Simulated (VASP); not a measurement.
# TiO2 in VASP: notebook

Runs on TiO2. Level: PBE+U. Tasks: single point.

Everything below comes from runs of VASP 6.6.1. Logs are shortened: lines on timing, memory, paths and dates and some standing lists are left out, and cuts for length are marked.

## (1) The cell of the first run

The typed cell holds 6 atoms: a = 3.776 Å, b = 3.776 Å, c = 5.525 Å, α = 109.98°, β = 109.98°, γ = 90.00°.

## (2) Single point, PBE+U (atoms shifted along a free coordinate)

Contents of INCAR:

```
ALGO     = Normal         # electronic algorithm
EDIFF    = 1E-7           # SCF threshold, eV
ENCUT    = 520            # plane-wave cutoff, eV
GGA      = PE             # functional
ISIF     = 2              # what is computed and relaxed
ISMEAR   = 0              # smearing method
LASPH    = True           # aspherical terms in the spheres
LCHARG   = False          # write CHGCAR
LDAU     = True           # DFT+U
LDAUJ    = 0 0          
LDAUL    = 2 -1           # shell
LDAUPRINT= 1            
LDAUTYPE = 2            
LDAUU    = 4 0            # U, eV
LMAXMIX  = 4              # l up to which the mixer works
LREAL    = False          # projectors in reciprocal space
LWAVE    = False          # write WAVECAR
NBANDS   = 33             # bands
NELM     = 150            # most SCF steps
PREC     = Accurate       # precision mode
SIGMA    = 0.05           # smearing width, eV
```

Contents of KPOINTS:

```
k-points
0
Gamma
  6 6 6
```

Contents of POSCAR:

```
TiO2
1.0
    2.6701204572     -2.6701946565     -0.0199245427
    2.6701204572      2.6701946565     -0.0199245427
   -2.6338973555      0.0000000000      4.8568563500
Ti O
2 4
Direct
    0.1250069486      0.8749930514      0.2500000000
    0.8749930514      0.1250069486      0.7500000000
    0.3179523568      0.0679756321      0.6359144355
    0.6820476432      0.9320243679      0.3640855645
    0.9320243679      0.6820476432      0.8640855645
    0.0679756321      0.3179523568      0.1359144355
```

Potentials or basis: VASP PAW PBE potentials, release 64 (Ti_sv, O).

Command:

```
$ cat potpaw_PBE.64/Ti_sv/POTCAR potpaw_PBE.64/O/POTCAR > POTCAR
$ mpirun -np 1 vasp_std > vasp.out
```

OUTCAR:

```text
EDIFF = 1E-7
   ENCUT = 520
   GGA = PE
   ISIF = 2
   ISMEAR = 0
   LASPH = True
   LREAL = False
   NELM = 150
   PREC = Accurate

 ion  position               nearest neighbor table
   1  0.125  0.875  0.250-   3 1.87   5 1.87   4 1.97   6 1.97   4 1.97   6 1.97
   2  0.875  0.125  0.750-   4 1.87   6 1.87   5 1.97   3 1.97   5 1.97   3 1.97
   3  0.318  0.068  0.636-   1 1.87   2 1.97   2 1.97
   4  0.682  0.932  0.364-   2 1.87   1 1.97   1 1.97
   5  0.932  0.682  0.864-   1 1.87   2 1.97   2 1.97
   6  0.068  0.318  0.136-   2 1.87   1 1.97   1 1.97

  LATTYP: Found a base centered monoclinic cell.
 ALAT       =     5.3403895900
 B/A-ratio  =     0.9999999481
 C/A-ratio  =     1.0345830161
 COS(beta)  =    -0.4832630161

  Lattice vectors:

 A1 = (   2.6701204572,  -2.6701946565,  -0.0199245427)
 A2 = (   2.6701204572,   2.6701946565,  -0.0199245427)
 A3 = (  -2.6338973555,   0.0000000000,   4.8568563500)

Analysis of symmetry for initial positions (statically):
=====================================================================
 Subroutine PRICEL returns:
 Original cell was already a primitive cell.

 Routine SETGRP: Setting up the symmetry group for a
 base centered monoclinic supercell.

 Subroutine GETGRP returns: Found  4 space group operations
 (whereof  2 operations were pure point group operations)
 out of a pool of  4 trial point group operations.

The static configuration has the point symmetry S_2 .
 The point group associated with its full space group is C_2h.

Analysis of symmetry for dynamics (positions and initial velocities):
=====================================================================
 Subroutine PRICEL returns:
 Original cell was already a primitive cell.

 Routine SETGRP: Setting up the symmetry group for a
 base centered monoclinic supercell.

 Subroutine GETGRP returns: Found  4 space group operations
 (whereof  2 operations were pure point group operations)
 out of a pool of  4 trial point group operations.

The dynamic configuration has the point symmetry S_2 .
 The point group associated with its full space group is C_2h.

 Subroutine INISYM returns: Found  4 space group operations
 (whereof  2 operations are pure point group operations),
 and found     1 'primitive' translations

----------------------------------------------------------------------------------------

                                     Primitive cell

  volume of cell :      68.9760

  direct lattice vectors                    reciprocal lattice vectors
     2.670120457 -2.670194657 -0.019924543     0.188018323 -0.187252266  0.101963272
     2.670120457  2.670194657 -0.019924543     0.188018323  0.187252266  0.101963272
    -2.633897355  0.000000000  4.856856350     0.001542635  0.000000000  0.206731077

  length of vectors
     3.776225595  3.776225595  5.525076369     0.284272422  0.284272422  0.206736832

  position of ions in fractional coordinates (direct lattice)
     0.125006949  0.874993051  0.250000000
     0.874993051  0.125006949  0.750000000
     0.317952357  0.067975632  0.635914435
     0.682047643  0.932024368  0.364085565
     0.932024368  0.682047643  0.864085565
     0.067975632  0.317952357  0.135914435

  ion indices of the primitive-cell ions
   primitive index   ion index
                 1           1
                 2           2
[... 108 lines left out ...]
   IVDW    =     0    specifies the selected vdW correction
   LEPSILON=     F    determine dielectric tensor
   LRPA    =     F    only Hartree local field effects (RPA)
 non-spin polarized calculation
 Gauss-broadening in eV      SIGMA  =   0.05
  energy-cutoff  :      520.00
  volume of cell :       68.98
 maximum number of plane-waves:      1870
   NGX = 15   NGY = 15   NGZ = 21

atom =   1  type =  1  l = 2

 onsite density matrix

spin component  1

  0.2323 -0.0009  0.0000 -0.0000  0.0000
 -0.0009  0.1142  0.0000  0.0000  0.0000
  0.0000  0.0000  0.2907  0.0023  0.0000
 -0.0000  0.0000  0.0023  0.1142  0.0002
  0.0000  0.0000  0.0000  0.0002  0.0873

spin component  2

  0.2323 -0.0009  0.0000 -0.0000  0.0000
 -0.0009  0.1142  0.0000  0.0000  0.0000
  0.0000  0.0000  0.2907  0.0023  0.0000
 -0.0000  0.0000  0.0023  0.1142  0.0002
  0.0000  0.0000  0.0000  0.0002  0.0873

 occupancies and eigenvectors

  o =  0.0873  v = -0.0000 -0.0000  0.0000 -0.0074  1.0000  0.0000  0.0000  0.0000  0.0000  0.0000      0.0000  0.0000  0.0000  0.0000  0.0000  0.0000  0.0000  0.0000  0.0000  0.0000
  o =  0.0873  v =  0.0000  0.0000  0.0000  0.0000  0.0000 -0.0000 -0.0000  0.0000 -0.0074  1.0000      0.0000  0.0000  0.0000  0.0000  0.0000  0.0000  0.0000  0.0000  0.0000  0.0000
  o =  0.1142  v =  0.0000  0.0000  0.0130 -0.9999 -0.0074  0.0000  0.0000  0.0000  0.0000  0.0000      0.0000  0.0000  0.0000  0.0000  0.0000  0.0000  0.0000  0.0000  0.0000  0.0000
  o =  0.1142  v =  0.0000  0.0000  0.0000  0.0000  0.0000  0.0000  0.0000  0.0130 -0.9999 -0.0074      0.0000  0.0000  0.0000  0.0000  0.0000  0.0000  0.0000  0.0000  0.0000  0.0000
  o =  0.1142  v =  0.0000  0.0000  0.0000  0.0000  0.0000  0.0074  1.0000 -0.0000  0.0000  0.0000      0.0000  0.0000  0.0000  0.0000  0.0000  0.0000  0.0000  0.0000  0.0000  0.0000
  o =  0.1142  v =  0.0074  1.0000 -0.0000  0.0000  0.0000  0.0000  0.0000  0.0000  0.0000  0.0000      0.0000  0.0000  0.0000  0.0000  0.0000  0.0000  0.0000  0.0000  0.0000  0.0000
  o =  0.2323  v = -1.0000  0.0074  0.0000  0.0000 -0.0000  0.0000  0.0000  0.0000  0.0000  0.0000      0.0000  0.0000  0.0000  0.0000  0.0000  0.0000  0.0000  0.0000  0.0000  0.0000
  o =  0.2323  v =  0.0000  0.0000  0.0000  0.0000  0.0000 -1.0000  0.0074  0.0000  0.0000 -0.0000      0.0000  0.0000  0.0000  0.0000  0.0000  0.0000  0.0000  0.0000  0.0000  0.0000
  o =  0.2908  v = -0.0000 -0.0000 -0.9999 -0.0130 -0.0000  0.0000  0.0000  0.0000  0.0000  0.0000      0.0000  0.0000  0.0000  0.0000  0.0000  0.0000  0.0000  0.0000  0.0000  0.0000
  o =  0.2908  v =  0.0000  0.0000  0.0000  0.0000  0.0000 -0.0000 -0.0000 -0.9999 -0.0130 -0.0000      0.0000  0.0000  0.0000  0.0000  0.0000  0.0000  0.0000  0.0000  0.0000  0.0000

atom =   2  type =  1  l = 2

 onsite density matrix

spin component  1

  0.2323 -0.0009  0.0000 -0.0000  0.0000
 -0.0009  0.1142  0.0000  0.0000  0.0000
  0.0000  0.0000  0.2907  0.0023  0.0000
 -0.0000  0.0000  0.0023  0.1142  0.0002
  0.0000  0.0000  0.0000  0.0002  0.0873

spin component  2

  0.2323 -0.0009  0.0000 -0.0000  0.0000
 -0.0009  0.1142  0.0000  0.0000  0.0000
  0.0000  0.0000  0.2907  0.0023  0.0000
 -0.0000  0.0000  0.0023  0.1142  0.0002
  0.0000  0.0000  0.0000  0.0002  0.0873

 occupancies and eigenvectors

  o =  0.0873  v = -0.0000 -0.0000  0.0000 -0.0074  1.0000  0.0000  0.0000  0.0000  0.0000  0.0000      0.0000  0.0000  0.0000  0.0000  0.0000  0.0000  0.0000  0.0000  0.0000  0.0000
  o =  0.0873  v =  0.0000  0.0000  0.0000  0.0000  0.0000 -0.0000 -0.0000  0.0000 -0.0074  1.0000      0.0000  0.0000  0.0000  0.0000  0.0000  0.0000  0.0000  0.0000  0.0000  0.0000
  o =  0.1142  v =  0.0000  0.0000  0.0130 -0.9999 -0.0074  0.0000  0.0000  0.0000  0.0000  0.0000      0.0000  0.0000  0.0000  0.0000  0.0000  0.0000  0.0000  0.0000  0.0000  0.0000
  o =  0.1142  v =  0.0000  0.0000  0.0000  0.0000  0.0000  0.0000  0.0000  0.0130 -0.9999 -0.0074      0.0000  0.0000  0.0000  0.0000  0.0000  0.0000  0.0000  0.0000  0.0000  0.0000
  o =  0.1142  v =  0.0000  0.0000  0.0000  0.0000  0.0000  0.0074  1.0000 -0.0000  0.0000  0.0000      0.0000  0.0000  0.0000  0.0000  0.0000  0.0000  0.0000  0.0000  0.0000  0.0000
  o =  0.1142  v =  0.0074  1.0000 -0.0000  0.0000  0.0000  0.0000  0.0000  0.0000  0.0000  0.0000      0.0000  0.0000  0.0000  0.0000  0.0000  0.0000  0.0000  0.0000  0.0000  0.0000
  o =  0.2323  v = -1.0000  0.0074  0.0000  0.0000 -0.0000  0.0000  0.0000  0.0000  0.0000  0.0000      0.0000  0.0000  0.0000  0.0000  0.0000  0.0000  0.0000  0.0000  0.0000  0.0000
  o =  0.2323  v =  0.0000  0.0000  0.0000  0.0000  0.0000 -1.0000  0.0074  0.0000  0.0000 -0.0000      0.0000  0.0000  0.0000  0.0000  0.0000  0.0000  0.0000  0.0000  0.0000  0.0000
  o =  0.2908  v = -0.0000 -0.0000 -0.9999 -0.0130 -0.0000  0.0000  0.0000  0.0000  0.0000  0.0000      0.0000  0.0000  0.0000  0.0000  0.0000  0.0000  0.0000  0.0000  0.0000  0.0000
  o =  0.2908  v =  0.0000  0.0000  0.0000  0.0000  0.0000 -0.0000 -0.0000 -0.9999 -0.0130 -0.0000      0.0000  0.0000  0.0000  0.0000  0.0000  0.0000  0.0000  0.0000  0.0000  0.0000

 number of electron      48.0000002 magnetization

 Free energy of the ion-electron system (eV)
  ---------------------------------------------------
  ext. energy  EPLUGINS =         0.00000000
  ---------------------------------------------------
  free energy    TOTEN  =       -47.63227654 eV

  energy without entropy =      -47.63227654  energy(sigma->0) =      -47.63227654

 E-fermi :   3.9083     XC(G=0): -10.6083

 val. band max:        3.6131475839   @ k =   0.0000   0.0000   0.5000
 cond. band min:       6.4760163564   @ k =   0.0000   0.0000   0.0000
 fundamental gap:      2.8628687725
 Fermi energy:         3.9083166241

 k-point     1 :       0.0000    0.0000    0.0000
  band No.  band energies     occupation
      1     -53.6327      2.00000
      2     -53.5755      2.00000
      3     -30.1356      2.00000
      4     -29.8197      2.00000
      5     -29.8197      2.00000
      6     -29.7510      2.00000
[... 853 lines left out ...]
     32       9.8336      0.00000
     33      10.0376      0.00000

 [... further k-points ...]

------------------------ aborting loop because EDIFF is reached ----------------------------------------

  FORCE on cell =-STRESS in cart. coord.  units (eV):
  Direction    XX          YY          ZZ          XY          YZ          ZX
  --------------------------------------------------------------------------------------
  -------------------------------------------------------------------------------------
  Total        5.0925346      5.0913436     17.8123750      0.0000000      0.0000000      0.0961183
  in kB      118.2896003    118.2619355    413.7465709      0.0000000      0.0000000      2.2326398
  external PRESSURE =     216.7660356 kB  Pullay stress =       0.0000000 kB

 VOLUME and BASIS-vectors are now :
 -----------------------------------------------------------------------------
  energy-cutoff  :      520.00
  volume of cell :       68.98
      direct lattice vectors                 reciprocal lattice vectors
     2.670120457 -2.670194657 -0.019924543     0.188018323 -0.187252266  0.101963272
     2.670120457  2.670194657 -0.019924543     0.188018323  0.187252266  0.101963272
    -2.633897355  0.000000000  4.856856350     0.001542635  0.000000000  0.206731077

 POSITION                                       TOTAL-FORCE (eV/Angst)
 -----------------------------------------------------------------------------------
      2.01165      2.00261      1.19429        -0.000000     -0.000227      0.000000
      0.69470     -2.00261      3.62272        -0.000000      0.000227      0.000000
     -0.64446     -0.66749      3.08086         0.023546      0.000095      3.077682
      3.35080      0.66749      1.73615        -0.023546     -0.000095     -3.077682
      2.03385     -0.66749      4.16458        -0.023546      0.000095     -3.077682
      0.67249      0.66749      0.65243         0.023546     -0.000095      3.077682
 -----------------------------------------------------------------------------------
    total drift:                               -0.000000      0.000000      0.000000

  FREE ENERGIE OF THE ION-ELECTRON SYSTEM (eV)
  ---------------------------------------------------
  free  energy   TOTEN  =       -47.6322765395 eV

  energy  without entropy=      -47.6322765395  energy(sigma->0) =      -47.63227654
```

It took 69 s on 1 thread of Intel Xeon 6975P-C (Granite Rapids), shared host; peak memory 0.25 GiB.

Results:

| Property | Result |
| --- | --- |
| Free energy | -47.6323 eV |
| Pressure | 21.7 GPa |
| Largest force | 3.078 eV/Å |
| Band gap on the k mesh | 2.86 eV (least direct gap 3.10 eV) |

Forces in eV/Å, atoms in the order of the input:
```
Ti   0.000  0.000  0.000
Ti   0.000  0.000  0.000
O    0.024  0.000  3.078
O   -0.024  0.000 -3.078
O   -0.024  0.000 -3.078
O    0.024  0.000  3.078
```

Levels at points of the mesh, in eV from the valence-band top:
```
           k point  band 20  band 21  band 22  band 23  band 24  band 25  band 26  band 27  band 28  band 29
(0.00, 0.00, 0.00)    -0.91    -0.49    -0.49    -0.48    -0.48     2.86     3.63     4.97     4.97     5.11
(0.50, 0.00, 0.00)    -1.94    -1.80    -0.93    -0.80    -0.47     3.73     4.08     4.13     4.25     4.98
(0.50, 0.50, 0.00)    -2.70    -1.76    -1.76    -0.52    -0.51     3.77     3.77     4.24     4.24     5.39
(0.00, 0.00, 0.50)    -1.58    -1.03    -1.03     0.00     0.00     3.23     3.23     4.51     4.51     4.90
(0.50, 0.00, 0.50)    -1.94    -1.80    -0.93    -0.80    -0.47     3.73     4.07     4.13     4.25     4.98
(0.50, 0.50, 0.50)    -2.70    -1.76    -1.76    -0.52    -0.52     3.77     3.77     4.24     4.24     5.39
```

Eigenvalues of the final occupation matrices:
```
    site  spin  trace               eigenvalues
site 1 d     1   0.84  0.09 0.11 0.11 0.23 0.29
site 1 d     2   0.84  0.09 0.11 0.11 0.23 0.29
site 2 d     1   0.84  0.09 0.11 0.11 0.23 0.29
site 2 d     2   0.84  0.09 0.11 0.11 0.23 0.29
```

Caveat: the cell differs from its parent crystal (atoms shifted along a free coordinate); the cell stands under pressure; forces of over 1 eV/Å act on the atoms, so gaps and moduli don't describe the material at rest. A k mesh can miss the band edges.

## (3) Single point, PBE+U (atoms shifted along a free coordinate)

Contents of INCAR:

```
SYSTEM = TiO2
PREC     = Accurate       ! precision mode
ENCUT    = 520            ! plane-wave cutoff, eV
EDIFF    = 1E-6           ! SCF threshold, eV
ISMEAR   = 0              ! smearing method
SIGMA    = 0.05           ! smearing width, eV
LREAL    = .False.        ! projectors in reciprocal space
LASPH    = .True.         ! aspherical terms in the spheres
NELM     = 150            ! most SCF steps
ALGO     = Normal         ! electronic algorithm
ISIF     = 2              ! what is computed and relaxed
LWAVE    = .False.        ! write WAVECAR
LCHARG   = .False.        ! write CHGCAR
LMAXMIX  = 4              ! l up to which the mixer works
LDAU     = .True.         ! DFT+U
LDAUTYPE = 2            
LDAUL    = 2 -1           ! shell
LDAUU    = 4 0            ! U, eV
LDAUJ    = 0 0          
LDAUPRINT= 1            
GGA      = PE             ! functional
NBANDS   = 33             ! bands
```

Contents of KPOINTS:

```
Automatic mesh
0
Gamma
  6 6 6
  0 0 0
```

Contents of POSCAR:

```
TiO2
1.0
    2.6701204572     -2.6701946565     -0.0199245427
    2.6701204572      2.6701946565     -0.0199245427
   -2.6338973555      0.0000000000      4.8568563500
Ti O
2 4
Direct
    0.1250069486      0.8749930514      0.2500000000
    0.8749930514      0.1250069486      0.7500000000
    0.3240875128      0.0741107881      0.6481847475
    0.6759124872      0.9258892119      0.3518152525
    0.9258892119      0.6759124872      0.8518152525
    0.0741107881      0.3240875128      0.1481847475
```

Potentials or basis: VASP PAW PBE potentials, release 64 (Ti_sv, O).

Command:

```
$ cat potpaw_PBE.64/Ti_sv/POTCAR potpaw_PBE.64/O/POTCAR > POTCAR
$ mpirun -np 1 vasp_std > vasp.out
```

OUTCAR:

```text
SYSTEM = TiO2
   PREC = Accurate
   ENCUT = 520
   EDIFF = 1E-6
   ISMEAR = 0
   LREAL = .False.
   LASPH = .True.
   NELM = 150
   ISIF = 2
   GGA = PE

 ion  position               nearest neighbor table
   1  0.125  0.875  0.250-   3 1.93   5 1.93   4 1.95   6 1.95   4 1.95   6 1.95
   2  0.875  0.125  0.750-   4 1.93   6 1.93   5 1.95   3 1.95   5 1.95   3 1.95
   3  0.324  0.074  0.648-   1 1.93   2 1.95   2 1.95
   4  0.676  0.926  0.352-   2 1.93   1 1.95   1 1.95
   5  0.926  0.676  0.852-   1 1.93   2 1.95   2 1.95
   6  0.074  0.324  0.148-   2 1.93   1 1.95   1 1.95

[... 1144 lines left out ...]
  -------------------------------------------------------------------------------------
  Total        4.9550009      4.9542244     10.5021141      0.0000000      0.0000000      0.0421733
  in kB      115.0949625    115.0769264    243.9435341      0.0000000      0.0000000      0.9796037
  external PRESSURE =     158.0384743 kB  Pullay stress =       0.0000000 kB

 VOLUME and BASIS-vectors are now :
 -----------------------------------------------------------------------------
  energy-cutoff  :      520.00
  volume of cell :       68.98
      direct lattice vectors                 reciprocal lattice vectors
     2.670120457 -2.670194657 -0.019924543     0.188018323 -0.187252266  0.101963272
     2.670120457  2.670194657 -0.019924543     0.188018323  0.187252266  0.101963272
    -2.633897355  0.000000000  4.856856350     0.001542635  0.000000000  0.206731077

 POSITION                                       TOTAL-FORCE (eV/Angst)
 -----------------------------------------------------------------------------------
      2.01165      2.00261      1.19429         0.000000     -0.000079      0.000000
      0.69470     -2.00261      3.62272        -0.000000      0.000079      0.000000
     -0.64401     -0.66749      3.14021         0.011135      0.000048      1.524976
      3.35036      0.66749      1.67680        -0.011135     -0.000048     -1.524976
      2.03341     -0.66749      4.10523        -0.011135      0.000048     -1.524976
      0.67293      0.66749      0.71178         0.011135     -0.000048      1.524976
 -----------------------------------------------------------------------------------
    total drift:                               -0.000000      0.000000      0.000000

  FREE ENERGIE OF THE ION-ELECTRON SYSTEM (eV)
  ---------------------------------------------------
  free  energy   TOTEN  =       -48.1705590541 eV

  energy  without entropy=      -48.1705590541  energy(sigma->0) =      -48.17055905
```

Wall time 64 s (1 thread of Intel Xeon 6975P-C (Granite Rapids), shared host); peak memory 0.25 GiB.

Results:

```yaml
Free_energy: -48.1706 eV
Pressure: 15.8 GPa
Largest_force: 1.525 eV/Å
Band_gap_on_the_k_mesh: 2.87 eV (least direct gap 3.10 eV)
```

Forces in eV/Å, atoms in the order of the input:
```
Ti   0.000  0.000  0.000
Ti   0.000  0.000  0.000
O    0.011  0.000  1.525
O   -0.011  0.000 -1.525
O   -0.011  0.000 -1.525
O    0.011  0.000  1.525
```

Eigenvalues of the final occupation matrices:
| site | spin | trace | eigenvalues |
| --- | --- | --- | --- |
| site 1 d | 1 | 0.82 | 0.10 0.11 0.11 0.24 0.27 |
| site 1 d | 2 | 0.82 | 0.10 0.11 0.11 0.24 0.27 |
| site 2 d | 1 | 0.82 | 0.10 0.11 0.11 0.24 0.27 |
| site 2 d | 2 | 0.82 | 0.10 0.11 0.11 0.24 0.27 |

Caveat: the cell differs from its parent crystal (atoms shifted along a free coordinate); the cell stands under pressure; forces of over 1 eV/Å act on the atoms, so gaps and moduli don't describe the material at rest. A k mesh can miss the band edges.

(Part 1 of 2 ends here.)
